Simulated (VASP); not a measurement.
# Li: electric field gradients with LDA

Crystal: Li.

```
CELL_PARAMETERS angstrom
1.57090 0.90696 7.68816
-1.57090 0.90696 7.68816
0.00000 -1.81392 7.68816
ATOMIC_POSITIONS crystal
Li 0.00000 0.00000 0.00000
Li 0.22200 0.22200 0.22200
Li 0.77800 0.77800 0.77800
```

```
Program                : VASP 6.6.1
Task                   : electric field gradients
Functional             : LDA
Potentials or basis    : VASP PAW LDA potentials, release 64 (Li_sv)
Cutoff                 : 520 eV
k mesh                 : 12 × 12 × 12
Occupations            : fermi-dirac, width 0.08 eV
Spin                   : no spin polarisation
Dipole correction      : no
Further INCAR settings : ALGO = Normal; EDIFF = 1e-08; NBANDS = 12
```

The largest force is 0.008 eV/Å, the band gap on the k mesh is zero (an odd number of electrons rules out a gap without spin polarisation) and the largest electric field gradient by atom is Li +0.05, +0.06 (each value once) V/Å².

Forces on the atoms (eV/Å):
```
Li   0.000  0.000  0.000
Li   0.000  0.000  0.008
Li   0.000  0.000 -0.008
```

Levels at points of the mesh, in eV from the Fermi level:
| k point | band 2 | band 3 | band 4 | band 5 | band 6 | band 7 | band 8 | band 9 |
| --- | --- | --- | --- | --- | --- | --- | --- | --- |
| (0.00, 0.00, 0.00) | -45.74 | -45.74 | -3.38 | -1.51 | -1.51 | 5.37 | 5.39 | 11.95 |
| (0.50, 0.00, 0.00) | -45.73 | -45.73 | -0.03 | 0.79 | 1.01 | 3.54 | 3.64 | 4.26 |
| (0.50, 0.50, 0.00) | -45.73 | -45.73 | 0.25 | 0.34 | 1.10 | 3.03 | 4.18 | 5.29 |
| (0.50, 0.50, 0.50) | -45.75 | -45.74 | -2.91 | -2.91 | 0.03 | 2.74 | 9.90 | 9.94 |

It took 18 min on 1 thread of Intel Xeon 8259CL, on a shared host, peak memory 0.39 GiB.

Caveat: without QUAD_EFG the Cq values of the log hold for a quadrupole moment of 1 mb, not for the nuclei.
